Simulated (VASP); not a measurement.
# BN (P1) in VASP: single point with r2SCAN

Aim: the single point of BN with r2SCAN.

Everything below comes from runs of VASP 6.6.1. Logs are shortened: lines on timing, memory, paths and dates and some standing lists are left out, and cuts for length are marked.

**1. The cell of the first run**

The typed cell holds 4 atoms: a = 2.501 Å, b = 2.501 Å, c = 6.874 Å, α = 90.00°, β = 90.00°, γ = 120.00°.

**2. Single point, r2SCAN (atoms moved at random)**

Input file POSCAR:

```
BN
1.0
    2.5009753125      0.0000000000      0.0000000000
   -1.2504876563      2.1659081548      0.0000000000
    0.0000000000      0.0000000000      6.8741616654
B N
2 2
Direct
    0.1991312997      0.6931386464      0.2524279460
    0.8448276235      0.4941372501      0.7494420465
    0.2748289937      0.4827843438      0.7800033162
    0.6812120830      0.3299397598      0.2181266913
```

Input file INCAR.step1:

```
SYSTEM = BN
PREC = Accurate ; ENCUT = 520
ISMEAR = 0 ; SIGMA = 0.05
LREAL = .False. ; LASPH = .True.
NELM = 60 ; NBANDS = 16
GGA = PE ; ALGO = Normal
EDIFF = 1E-4 ; LWAVE = .True.
LCHARG = .False.
```

Input file INCAR.step2:

```
SYSTEM = BN
PREC = Accurate ; ENCUT = 520
EDIFF = 1E-6 ; ISMEAR = 0
SIGMA = 0.05 ; LREAL = .False.
LASPH = .True. ; NELM = 60
ALGO = Normal ; ISIF = 2
LWAVE = .False. ; LCHARG = .False.
METAGGA = R2SCAN ; LMIXTAU = .True.
NBANDS = 16 ; ISTART = 1
```

Input file KPOINTS:

```
Automatic mesh
0
Gamma
  12 12 4
  0 0 0
```

Potentials or basis: VASP PAW PBE potentials, release 64 (B, N).

Command:

```console
cat potpaw_PBE.64/B/POTCAR potpaw_PBE.64/N/POTCAR > POTCAR
cp INCAR.step1 INCAR
mpirun -np 1 vasp_std > vasp.out
cp INCAR.step2 INCAR
mpirun -np 1 vasp_std > vasp.out
```

OUTCAR:

```text
SYSTEM = BN
   PREC = Accurate
   ENCUT = 520
   EDIFF = 1E-6
   ISMEAR = 0
   LREAL = .False.
   LASPH = .True.
   NELM = 60
   ISIF = 2
   METAGGA = R2SCAN
   ISTART = 1

 ion  position               nearest neighbor table
   1  0.199  0.693  0.252-   4 1.18   4 1.46   4 1.85
   2  0.845  0.494  0.749-   3 1.11   3 1.43
   3  0.275  0.483  0.780-   2 1.11   2 1.43
   4  0.681  0.330  0.218-   1 1.18   1 1.46   1 1.85

  LATTYP: Found a hexagonal cell.
 ALAT       =     2.5009753125
 C/A-ratio  =     2.7485923716

  Lattice vectors:

 A1 = (   2.5009753125,   0.0000000000,   0.0000000000)
 A2 = (  -1.2504876563,   2.1659081548,   0.0000000000)
 A3 = (   0.0000000000,   0.0000000000,   6.8741616654)

Analysis of symmetry for initial positions (statically):
=====================================================================
 Subroutine PRICEL returns:
 Original cell was already a primitive cell.

 Routine SETGRP: Setting up the symmetry group for a
 hexagonal supercell.

 Subroutine GETGRP returns: Found  1 space group operations
 (whereof  1 operations were pure point group operations)
 out of a pool of 24 trial point group operations.

The static configuration has the point symmetry C_1 .

Analysis of symmetry for dynamics (positions and initial velocities):
=====================================================================
 Subroutine PRICEL returns:
 Original cell was already a primitive cell.

 Routine SETGRP: Setting up the symmetry group for a
 hexagonal supercell.

 Subroutine GETGRP returns: Found  1 space group operations
 (whereof  1 operations were pure point group operations)
 out of a pool of 24 trial point group operations.

The dynamic configuration has the point symmetry C_1 .

 Subroutine INISYM returns: Found  1 space group operations
 (whereof  1 operations are pure point group operations),
 and found     1 'primitive' translations

----------------------------------------------------------------------------------------

                                     Primitive cell

  volume of cell :      37.2365

  direct lattice vectors                    reciprocal lattice vectors
     2.500975313  0.000000000  0.000000000     0.399844011  0.230850047  0.000000000
    -1.250487656  2.165908155  0.000000000     0.000000000  0.461700095  0.000000000
     0.000000000  0.000000000  6.874161665     0.000000000  0.000000000  0.145472284

  length of vectors
     2.500975313  2.500975312  6.874161665     0.461700095  0.461700095  0.145472284

  position of ions in fractional coordinates (direct lattice)
     0.199131300  0.693138646  0.252427946
     0.844827624  0.494137250  0.749442047
     0.274828994  0.482784344  0.780003316
     0.681212083  0.329939760  0.218126691

  ion indices of the primitive-cell ions
   primitive index   ion index
                 1           1
                 2           2
                 3           3
                 4           4

----------------------------------------------------------------------------------------

 KPOINTS: Automatic mesh

Automatic generation of k-mesh.
 Grid dimensions read from file:
 generate k-points for:   12   12    4

 Generating k-lattice:

  Cartesian coordinates                     Fractional coordinates (reciprocal lattice)
     0.033320334  0.019237504  0.000000000     0.083333333  0.000000000  0.000000000
     0.000000000  0.038475008  0.000000000     0.000000000  0.083333333  0.000000000
     0.000000000  0.000000000  0.036368071     0.000000000  0.000000000  0.250000000

  Length of vectors
     0.038475008  0.038475008  0.036368071

  Shift w.r.t. Gamma in fractional coordinates (k-lattice)
     0.000000000  0.000000000  0.000000000

 Subroutine IBZKPT returns following result:
 ===========================================

 Found    292 irreducible k-points:

 Following reciprocal coordinates:
            Coordinates               Weight
  0.000000  0.000000  0.000000      1.000000
  0.083333  0.000000  0.000000      2.000000
  0.000000  0.083333  0.000000      2.000000
 -0.083333  0.083333  0.000000      2.000000
  0.166667  0.000000  0.000000      2.000000
  0.000000  0.166667  0.000000      2.000000
[... 16 lines left out ...]
  0.166667  0.083333  0.000000      2.000000
 -0.083333  0.250000  0.000000      2.000000
 [... further k-points ...]
   k-points           NKPTS =    292   k-points in BZ     NKDIM =    292   number of bands    NBANDS=     16
   number of dos      NEDOS =    301   number of ions     NIONS =      4
   total plane-waves  NPLWV =  21600
   dimension x,y,z NGX =    20 NGY =   20 NGZ =   54
   dimension x,y,z NGXF=    40 NGYF=   40 NGZF=  108
   ions per type =               2   2
   NGX,Y,Z   is equivalent  to a cutoff of  13.29, 13.29, 13.06 a.u.
   NGXF,Y,Z  is equivalent  to a cutoff of  26.59, 26.59, 26.12 a.u.
 SYSTEM =  BN
   PREC   = accura    normal or accurate (medium, high low for compatibility)
   ISTART =      1    job   : 0-new  1-cont  2-samecut
   ICHARG =      0    charge: 1-file 2-atom 10-const
   ISPIN  =      1    spin polarized calculation?
   LNONCOLLINEAR =      F non collinear calculations
   LSORBIT =      F    spin-orbit coupling
   LASPH  =      T    aspherical Exc in radial PAW
   ENCUT  =  520.0 eV  38.22 Ry    6.18 a.u.   4.65  4.65 12.78*2*pi/ulx,y,z
   NELM   =     60;   NELMIN=  2; NELMDL=  0     # of ELM steps
   EDIFF  = 0.1E-05   stopping-criterion for ELM
   LREAL  =      F    real-space projection
   EDIFFG = 0.1E-04   stopping-criterion for IOM
   NSW    =      0    number of steps for IOM
   IBRION =     -1    ionic relax: 0-MD 1-quasi-New 2-CG
   NFREE  =      0    steps in history (QN), initial steepest desc. (CG)
   ISIF   =      2    stress and relaxation
   ISYM   =      2    0-nonsym 1-usesym 2-fastsym
   POTIM  = 0.5000    time-step for ionic-motion
   TEBEG  =    0.0;   TEEND  =   0.0 temperature during run
   PSTRESS=    0.0 pullay stress
   NELECT =      16.0000    total number of electrons
   NUPDOWN=      -1.0000    fix difference up-down
   EMIN   =  10.00;   EMAX   =-10.00  energy-range for DOS
   EFERMI =   0.00;   METHOD = LEGACY
   ISMEAR =     0;   SIGMA  =   0.05  broadening in eV -4-tet -1-fermi 0-gaus
   EFERMI_NEDOS =   21; number of points for ismear=-14 and -15
   IALGO  =     38    algorithm
   IMIX   =      4    mixing-type and parameters
     AMIX     =   0.40;   BMIX     =  1.00
     AMIX_MAG =   1.60;   BMIX_MAG =  1.00
  volume/ion in A,a.u.               =       9.31        62.82
  Fermi-wavevector in a.u.,A,eV,Ry     =   1.235355  2.334482 20.763877  1.526102
  Thomas-Fermi vector in A             =   2.370008
   LORBIT       =      0    0 simple, 1 ext, 2 COOP (PROOUT), +10 PAW based schemes
   METAGGA = R2SCAN    functional components
   LHFCALC =     F    Hartree Fock is set to
   AEXX    =    0.0000 exact exchange contribution
   IVDW    =     0    specifies the selected vdW correction
   LEPSILON=     F    determine dielectric tensor
   LRPA    =     F    only Hartree local field effects (RPA)
 non-spin polarized calculation
 Gauss-broadening in eV      SIGMA  =   0.05
  energy-cutoff  :      520.00
  volume of cell :       37.24
 maximum number of plane-waves:      1034
   NGX =  9   NGY =  9   NGZ = 25

 number of electron      16.0000000 magnetization

 Free energy of the ion-electron system (eV)
  ---------------------------------------------------
  ext. energy  EPLUGINS =         0.00000000
  ---------------------------------------------------
  free energy    TOTEN  =       -31.00042583 eV

  energy without entropy =      -31.00042583  energy(sigma->0) =      -31.00042583

 E-fermi :   3.9998     XC(G=0): -10.4515

 val. band max:        3.7286857192   @ k =   0.0000   0.0000   0.5000
 cond. band min:       5.1521365033   @ k =   0.5000   0.0000   0.5000
 fundamental gap:      1.4234507841
 Fermi energy:         3.9997880020

 k-point     1 :       0.0000    0.0000    0.0000
  band No.  band energies     occupation
      1     -17.0302      2.00000
      2     -16.7135      2.00000
      3      -4.8360      2.00000
      4      -4.6057      2.00000
      5      -3.3784      2.00000
      6      -2.9102      2.00000
[... 8 lines left out ...]
     15      16.2765      0.00000
     16      19.1954      0.00000

 k-point     2 :       0.0833    0.0000    0.0000
  band No.  band energies     occupation
      1     -16.9133      2.00000
      2     -16.6076      2.00000
      3      -4.8417      2.00000
      4      -4.5555      2.00000
      5      -3.6153      2.00000
      6      -2.7138      2.00000
[... 8 lines left out ...]
     15      16.5961      0.00000
     16      18.5480      0.00000

 k-point     3 :       0.0000    0.0833    0.0000
  band No.  band energies     occupation
      1     -16.9022      2.00000
      2     -16.5726      2.00000
      3      -4.7347      2.00000
      4      -4.6312      2.00000
      5      -3.6098      2.00000
      6      -2.7481      2.00000
[... 8 lines left out ...]
     15      16.5169      0.00000
     16      18.9268      0.00000

 k-point     4 :      -0.0833    0.0833    0.0000
  band No.  band energies     occupation
      1     -16.8907      2.00000
      2     -16.6013      2.00000
      3      -4.8446      2.00000
      4      -4.5503      2.00000
      5      -3.4954      2.00000
      6      -2.7457      2.00000
[... 8 lines left out ...]
     15      16.5196      0.00000
     16      18.7238      0.00000
[... 324 lines left out ...]
 k-point    22 :      -0.1667    0.0833    0.0000
  band No.  band energies     occupation
      1     -16.6574      2.00000
      2     -16.4147      2.00000
      3      -5.0839      2.00000
      4      -4.2416      2.00000
      5      -3.8217      2.00000
      6      -2.3694      2.00000
[... 8 lines left out ...]
     15      16.9894      0.00000
     16      17.7273      0.00000

 k-point    23 :       0.1667    0.0833    0.0000
  band No.  band energies     occupation
      1     -16.2644      2.00000
      2     -15.9207      2.00000
      3      -5.4849      2.00000
      4      -4.9553      2.00000
      5      -3.4462      2.00000
      6      -1.7172      2.00000
[... 8 lines left out ...]
     15      17.0659      0.00000
     16      18.0676      0.00000

 k-point    24 :      -0.0833    0.2500    0.0000
  band No.  band energies     occupation
      1     -16.1180      2.00000
      2     -15.7860      2.00000
      3      -5.2636      2.00000
      4      -4.7004      2.00000
      5      -3.6171      2.00000
      6      -1.9164      2.00000
[... 8 lines left out ...]
     15      17.0260      0.00000
     16      18.4152      0.00000

 [... further k-points ...]
[... 5 lines left out ...]
  --------------------------------------------------------------------------------------
  -------------------------------------------------------------------------------------
  Total       28.4322038     14.4512707      0.0236555      4.8767970      1.9471327      7.3863325
  in kB     1223.3533724    621.7953002      1.0178256    209.8341048     83.7793428    317.8119704
  external PRESSURE =     615.3888327 kB  Pullay stress =       0.0000000 kB

 VOLUME and BASIS-vectors are now :
 -----------------------------------------------------------------------------
  energy-cutoff  :      520.00
  volume of cell :       37.24
      direct lattice vectors                 reciprocal lattice vectors
     2.500975313  0.000000000  0.000000000     0.399844011  0.230850047  0.000000000
    -1.250487656  2.165908155  0.000000000     0.000000000  0.461700095  0.000000000
     0.000000000  0.000000000  6.874161665     0.000000000  0.000000000  0.145472284

 POSITION                                       TOTAL-FORCE (eV/Angst)
 -----------------------------------------------------------------------------------
     -0.36874      1.50127      1.73523        12.936683      8.853858     -0.706065
      1.49498      1.07026      5.15179       -20.773347      0.603344     -0.959425
      0.08362      1.04567      5.36187        20.786190     -0.595833      0.853566
      1.29111      0.71462      1.49944       -12.949526     -8.861368      0.811925
 -----------------------------------------------------------------------------------
    total drift:                               -0.000106     -0.000249     -0.000566

  FREE ENERGIE OF THE ION-ELECTRON SYSTEM (eV)
  ---------------------------------------------------
  free  energy   TOTEN  =       -31.0004258335 eV

  energy  without entropy=      -31.0004258335  energy(sigma->0) =      -31.00042583
```

Wall time 14 min (1 thread of Intel Xeon 8259CL, shared host); peak memory 0.27 GiB.

What came out:

* Free energy: -31.0004 eV
* Pressure: 61.5 GPa
* Largest force: 20.812 eV/Å
* Band gap on the k mesh: 1.42 eV (least direct gap 2.09 eV)

Forces on the atoms (eV/Å):
```
B    12.937   8.854  -0.706
B   -20.773   0.603  -0.959
N    20.786  -0.596   0.854
N   -12.950  -8.861   0.812
```

Stress tensor (GPa, compression positive):
```
122.34  20.98  31.78
 20.98  62.18   8.38
 31.78   8.38   0.10
```

Caveat: the cell differs from its parent crystal (atoms moved at random); the cell stands under pressure; the PAW data sets were made with another functional, which shifts forces and pressure a little.
